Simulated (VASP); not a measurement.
# SiO2 (P6_322) in VASP: a series of runs

The runs below take SiO2 through single point, with r2SCAN.

Program: VASP 6.6.1. These are calculated values, not measurements. Logs are shortened: lines on timing, memory, paths and dates and some standing lists are left out, and cuts for length are marked.

### 1 The cell of the first run

The structure is hexagonal, space group P6_322 (No. 182). Conventional cell: a = 4.963 Å, b = 4.963 Å, c = 8.556 Å, α = 90.00°, β = 90.00°, γ = 120.00°. Si (site symmetry 3) has 4 O at 1.60 to 1.61 Å within 2.1 Å. Within 2.1 Å of O (site symmetry 2) lie 2 Si at 1.61 Å. Within 2.1 Å of O (site symmetry 32) lie 2 Si at 1.60 Å.

### 2 Single point, r2SCAN (15.21 Å³/atom)

POSCAR

```
SiO2
1.0
    4.9627066357      0.0000000000      0.0000000000
   -2.4813533178      4.2978300181      0.0000000000
    0.0000000000      0.0000000000      8.5555962619
Si O
4 8
Direct
    0.6666666667      0.3333333333      0.9368613276
    0.6666666667      0.3333333333      0.5631386724
    0.3333333333      0.6666666667      0.0631386724
    0.3333333333      0.6666666667      0.4368613276
    0.0000000000      0.3995533721      0.0000000000
    0.3995533721      0.3995533721      0.5000000000
    0.6004466279      0.0000000000      0.5000000000
    0.6004466279      0.6004466279      0.0000000000
    0.0000000000      0.6004466279      0.5000000000
    0.6666666667      0.3333333333      0.7500000000
    0.3333333333      0.6666666667      0.2500000000
    0.3995533721      0.0000000000      0.0000000000
```

INCAR.step1

```
SYSTEM = SiO2
PREC = Accurate
ENCUT = 520
ISMEAR = 0
SIGMA = 0.02
LREAL = .False.
LASPH = .True.
NELM = 100
NBANDS = 44
GGA = PE
ALGO = Normal
EDIFF = 1E-4
LWAVE = .True.
LCHARG = .False.
```

INCAR.step2

```
SYSTEM = SiO2
PREC = Accurate
ENCUT = 520
EDIFF = 1E-7
ISMEAR = 0
SIGMA = 0.02
LREAL = .False.
LASPH = .True.
NELM = 100
ALGO = Normal
ISIF = 2
LWAVE = .False.
LCHARG = .False.
METAGGA = R2SCAN
LMIXTAU = .True.
NBANDS = 44
ISTART = 1
```

KPOINTS

```
regular mesh
0
Gamma
  6 6 4
  0 0 0
```

Potentials or basis: VASP PAW PBE potentials, release 64 (Si, O).

On the command line:

```sh
$ cat potpaw_PBE.64/Si/POTCAR potpaw_PBE.64/O/POTCAR > POTCAR
$ cp INCAR.step1 INCAR
$ mpirun -np 1 vasp_std > vasp.out
$ cp INCAR.step2 INCAR
$ mpirun -np 1 vasp_std > vasp.out
```

OUTCAR:

```text
SYSTEM = SiO2
   PREC = Accurate
   ENCUT = 520
   EDIFF = 1E-7
   ISMEAR = 0
   LREAL = .False.
   LASPH = .True.
   NELM = 100
   ISIF = 2
   METAGGA = R2SCAN
   ISTART = 1

 ion  position               nearest neighbor table
   1  0.667  0.333  0.937-  10 1.60   5 1.61  12 1.61   8 1.61   3 3.06   3 3.06   3 3.06
   2  0.667  0.333  0.563-  10 1.60   7 1.61   9 1.61   6 1.61   4 3.06   4 3.06   4 3.06
   3  0.333  0.667  0.063-  11 1.60  12 1.61   5 1.61   8 1.61   1 3.06   1 3.06   1 3.06
   4  0.333  0.667  0.437-  11 1.60   9 1.61   7 1.61   6 1.61   2 3.06   2 3.06   2 3.06
   5  0.000  0.400  0.000-   1 1.61   3 1.61
   6  0.400  0.400  0.500-   2 1.61   4 1.61
   7  0.600  0.000  0.500-   2 1.61   4 1.61
   8  0.600  0.600  0.000-   3 1.61   1 1.61
   9  0.000  0.600  0.500-   4 1.61   2 1.61
  10  0.667  0.333  0.750-   1 1.60   2 1.60
  11  0.333  0.667  0.250-   3 1.60   4 1.60
  12  0.400  0.000  0.000-   3 1.61   1 1.61

  LATTYP: Found a hexagonal cell.
 ALAT       =     4.9627066357
 C/A-ratio  =     1.7239778391

  Lattice vectors:

 A1 = (   4.9627066357,   0.0000000000,   0.0000000000)
 A2 = (  -2.4813533178,   4.2978300181,   0.0000000000)
 A3 = (   0.0000000000,   0.0000000000,   8.5555962619)

Analysis of symmetry for initial positions (statically):
=====================================================================
 Subroutine PRICEL returns:
 Original cell was already a primitive cell.

 Routine SETGRP: Setting up the symmetry group for a
 hexagonal supercell.

 Subroutine GETGRP returns: Found 12 space group operations
 (whereof  6 operations were pure point group operations)
 out of a pool of 24 trial point group operations.

The static configuration has the point symmetry D_3 .
 The point group associated with its full space group is D_6 .

Analysis of symmetry for dynamics (positions and initial velocities):
=====================================================================
 Subroutine PRICEL returns:
 Original cell was already a primitive cell.

 Routine SETGRP: Setting up the symmetry group for a
 hexagonal supercell.

 Subroutine GETGRP returns: Found 12 space group operations
 (whereof  6 operations were pure point group operations)
 out of a pool of 24 trial point group operations.

The dynamic configuration has the point symmetry D_3 .
 The point group associated with its full space group is D_6 .

 Subroutine INISYM returns: Found 12 space group operations
 (whereof  6 operations are pure point group operations),
 and found     1 'primitive' translations

----------------------------------------------------------------------------------------

                                     Primitive cell

  volume of cell :     182.4812

  direct lattice vectors                    reciprocal lattice vectors
     4.962706636  0.000000000  0.000000000     0.201502945  0.116337779  0.000000000
    -2.481353318  4.297830018  0.000000000     0.000000000  0.232675559  0.000000000
     0.000000000  0.000000000  8.555596262     0.000000000  0.000000000  0.116882561

  length of vectors
     4.962706636  4.962706636  8.555596262     0.232675559  0.232675559  0.116882561

  position of ions in fractional coordinates (direct lattice)
     0.666666667  0.333333333  0.936861328
     0.666666667  0.333333333  0.563138672
     0.333333333  0.666666667  0.063138672
     0.333333333  0.666666667  0.436861328
     0.000000000  0.399553372  0.000000000
     0.399553372  0.399553372  0.500000000
     0.600446628  0.000000000  0.500000000
     0.600446628  0.600446628  0.000000000
     0.000000000  0.600446628  0.500000000
     0.666666667  0.333333333  0.750000000
     0.333333333  0.666666667  0.250000000
     0.399553372  0.000000000  0.000000000

  ion indices of the primitive-cell ions
   primitive index   ion index
                 1           1
                 2           2
                 3           3
                 4           4
                 5           5
                 6           6
                 7           7
                 8           8
                 9           9
                10          10
                11          11
                12          12

----------------------------------------------------------------------------------------

 KPOINTS: regular mesh

Automatic generation of k-mesh.
 Grid dimensions read from file:
 generate k-points for:    6    6    4

 Generating k-lattice:

  Cartesian coordinates                     Fractional coordinates (reciprocal lattice)
     0.033583824  0.019389630  0.000000000     0.166666667  0.000000000  0.000000000
     0.000000000  0.038779260  0.000000000     0.000000000  0.166666667  0.000000000
     0.000000000  0.000000000  0.029220640     0.000000000  0.000000000  0.250000000

  Length of vectors
     0.038779260  0.038779260  0.029220640

  Shift w.r.t. Gamma in fractional coordinates (k-lattice)
     0.000000000  0.000000000  0.000000000

 Subroutine IBZKPT returns following result:
 ===========================================

 Found     21 irreducible k-points:

 Following reciprocal coordinates:
            Coordinates               Weight
  0.000000  0.000000  0.000000      1.000000
  0.166667  0.000000  0.000000      6.000000
  0.333333  0.000000  0.000000      6.000000
  0.500000  0.000000  0.000000      3.000000
  0.166667  0.166667  0.000000      6.000000
  0.333333  0.166667  0.000000     12.000000
[... 13 lines left out ...]
  0.333333  0.166667  0.500000     12.000000
  0.333333  0.333333  0.500000      2.000000
   k-points           NKPTS =     21   k-points in BZ     NKDIM =     21   number of bands    NBANDS=     44
   number of dos      NEDOS =    301   number of ions     NIONS =     12
   total plane-waves  NPLWV = 102400
   dimension x,y,z NGX =    40 NGY =   40 NGZ =   64
   dimension x,y,z NGXF=    80 NGYF=   80 NGZF=  128
   ions per type =               4   8
   NGX,Y,Z   is equivalent  to a cutoff of  13.40, 13.40, 12.44 a.u.
   NGXF,Y,Z  is equivalent  to a cutoff of  26.80, 26.80, 24.87 a.u.
 SYSTEM =  SiO2
   PREC   = accura    normal or accurate (medium, high low for compatibility)
   ISTART =      1    job   : 0-new  1-cont  2-samecut
   ICHARG =      0    charge: 1-file 2-atom 10-const
   ISPIN  =      1    spin polarized calculation?
   LNONCOLLINEAR =      F non collinear calculations
   LSORBIT =      F    spin-orbit coupling
   LASPH  =      T    aspherical Exc in radial PAW
   ENCUT  =  520.0 eV  38.22 Ry    6.18 a.u.   9.23  9.23 15.91*2*pi/ulx,y,z
   NELM   =    100;   NELMIN=  2; NELMDL=  0     # of ELM steps
   EDIFF  = 0.1E-06   stopping-criterion for ELM
   LREAL  =      F    real-space projection
   EDIFFG = 0.1E-05   stopping-criterion for IOM
   NSW    =      0    number of steps for IOM
   IBRION =     -1    ionic relax: 0-MD 1-quasi-New 2-CG
   NFREE  =      0    steps in history (QN), initial steepest desc. (CG)
   ISIF   =      2    stress and relaxation
   ISYM   =      2    0-nonsym 1-usesym 2-fastsym
   POTIM  = 0.5000    time-step for ionic-motion
   TEBEG  =    0.0;   TEEND  =   0.0 temperature during run
   PSTRESS=    0.0 pullay stress
   NELECT =      64.0000    total number of electrons
   NUPDOWN=      -1.0000    fix difference up-down
   EMIN   =  10.00;   EMAX   =-10.00  energy-range for DOS
   EFERMI =   0.00;   METHOD = LEGACY
   ISMEAR =     0;   SIGMA  =   0.02  broadening in eV -4-tet -1-fermi 0-gaus
   EFERMI_NEDOS =   21; number of points for ismear=-14 and -15
   IALGO  =     38    algorithm
   IMIX   =      4    mixing-type and parameters
     AMIX     =   0.40;   BMIX     =  1.00
     AMIX_MAG =   1.60;   BMIX_MAG =  1.00
  volume/ion in A,a.u.               =      15.21       102.62
  Fermi-wavevector in a.u.,A,eV,Ry     =   1.154504  2.181696 18.134927  1.332880
  Thomas-Fermi vector in A             =   2.291140
   LORBIT       =      0    0 simple, 1 ext, 2 COOP (PROOUT), +10 PAW based schemes
   METAGGA = R2SCAN    functional components
   LHFCALC =     F    Hartree Fock is set to
   AEXX    =    0.0000 exact exchange contribution
   IVDW    =     0    specifies the selected vdW correction
   LEPSILON=     F    determine dielectric tensor
   LRPA    =     F    only Hartree local field effects (RPA)
 non-spin polarized calculation
 Gauss-broadening in eV      SIGMA  =   0.02
  energy-cutoff  :      520.00
  volume of cell :      182.48
 maximum number of plane-waves:      4930
 NGX is ok and might be reduce to    40
   NGX = 19   NGY = 19   NGZ = 31

 number of electron      63.9999989 magnetization

 Free energy of the ion-electron system (eV)
  ---------------------------------------------------
  ext. energy  EPLUGINS =         0.00000000
  ---------------------------------------------------
  free energy    TOTEN  =      -119.08219215 eV

  energy without entropy =     -119.08219215  energy(sigma->0) =     -119.08219215

 E-fermi :  -0.5534     XC(G=0):  -8.4609

 val. band max:       -0.6697588011   @ k =   0.0000   0.0000   0.2500
 cond. band min:       5.5453924172   @ k =   0.0000   0.0000   0.0000
 fundamental gap:      6.2151512184
 Fermi energy:        -0.5534050258

 k-point     1 :       0.0000    0.0000    0.0000
  band No.  band energies     occupation
      1     -21.1912      2.00000
      2     -20.7884      2.00000
      3     -19.7689      2.00000
      4     -19.1430      2.00000
      5     -19.1069      2.00000
      6     -19.1069      2.00000
[... 36 lines left out ...]
     43      12.2629      0.00000
     44      12.2629      0.00000

 k-point     2 :       0.1667    0.0000    0.0000
  band No.  band energies     occupation
      1     -21.1142      2.00000
      2     -20.7038      2.00000
      3     -19.8545      2.00000
      4     -19.2218      2.00000
      5     -19.1459      2.00000
      6     -19.1246      2.00000
[... 885 lines left out ...]
 k-point    21 :       0.3333    0.3333    0.5000
  band No.  band energies     occupation
      1     -20.5038      2.00000
      2     -20.5038      2.00000
      3     -20.0274      2.00000
      4     -20.0274      2.00000
      5     -19.1609      2.00000
      6     -19.1609      2.00000
[... 36 lines left out ...]
     43      11.1210      0.00000
     44      11.1210      0.00000

------------------------ aborting loop because EDIFF is reached ----------------------------------------

  FORCE on cell =-STRESS in cart. coord.  units (eV):
  Direction    XX          YY          ZZ          XY          YZ          ZX
  --------------------------------------------------------------------------------------
  -------------------------------------------------------------------------------------
  Total        1.4253301      1.4253301      1.4031699      0.0000000     -0.0000000      0.0000000
  in kB       12.5143391     12.5143391     12.3197733      0.0000000     -0.0000000      0.0000000
  external PRESSURE =      12.4494838 kB  Pullay stress =       0.0000000 kB

 VOLUME and BASIS-vectors are now :
 -----------------------------------------------------------------------------
  energy-cutoff  :      520.00
  volume of cell :      182.48
      direct lattice vectors                 reciprocal lattice vectors
     4.962706636  0.000000000  0.000000000     0.201502945  0.116337779  0.000000000
    -2.481353318  4.297830018  0.000000000     0.000000000  0.232675559  0.000000000
     0.000000000  0.000000000  8.555596262     0.000000000  0.000000000  0.116882561

 POSITION                                       TOTAL-FORCE (eV/Angst)
 -----------------------------------------------------------------------------------
      2.48135      1.43261      8.01541         0.000000      0.000000     -0.022104
      2.48135      1.43261      4.81799         0.000000      0.000000      0.022104
     -0.00000      2.86522      0.54019         0.000000      0.000000      0.022104
     -0.00000      2.86522      3.73761         0.000000     -0.000000     -0.022104
     -0.99143      1.71721      0.00000        -0.000330      0.000571      0.000000
      0.99143      1.71721      4.27780         0.000330      0.000571      0.000000
      2.97984      0.00000      4.27780        -0.000659     -0.000000      0.000000
      1.48992      2.58062      0.00000        -0.000330     -0.000571      0.000000
     -1.48992      2.58062      4.27780         0.000330     -0.000571      0.000000
      2.48135      1.43261      6.41670         0.000000      0.000000      0.000000
     -0.00000      2.86522      2.13890         0.000000      0.000000      0.000000
      1.98287      0.00000      0.00000         0.000659     -0.000000      0.000000
 -----------------------------------------------------------------------------------
    total drift:                                0.000000     -0.000000      0.000000

  FREE ENERGIE OF THE ION-ELECTRON SYSTEM (eV)
  ---------------------------------------------------
  free  energy   TOTEN  =      -119.0821921471 eV

  energy  without entropy=     -119.0821921471  energy(sigma->0) =     -119.08219215
```

It took 20 min on 1 thread of Intel Xeon 8259CL, shared host; peak memory 0.41 GiB.

Results:

```yaml
Free_energy: -119.0822 eV
Pressure: 1.2 GPa
Largest_force: 0.022 eV/Å
Band_gap_on_the_k_mesh: 6.22 eV (least direct gap 6.30 eV)
```

Forces in eV/Å, atoms in the order of the input:
```
Si   0.000  0.000 -0.022
Si   0.000  0.000  0.022
Si   0.000  0.000  0.022
Si   0.000  0.000 -0.022
O    0.000  0.001  0.000
O    0.000  0.001  0.000
O   -0.001  0.000  0.000
O    0.000 -0.001  0.000
O    0.000 -0.001  0.000
O    0.000  0.000  0.000
O    0.000  0.000  0.000
O    0.001  0.000  0.000
```

Caveat: the PAW data sets were made with another functional, which shifts forces and pressure a little. A k mesh can miss the band edges.

(Continued in part 2 of 2.)
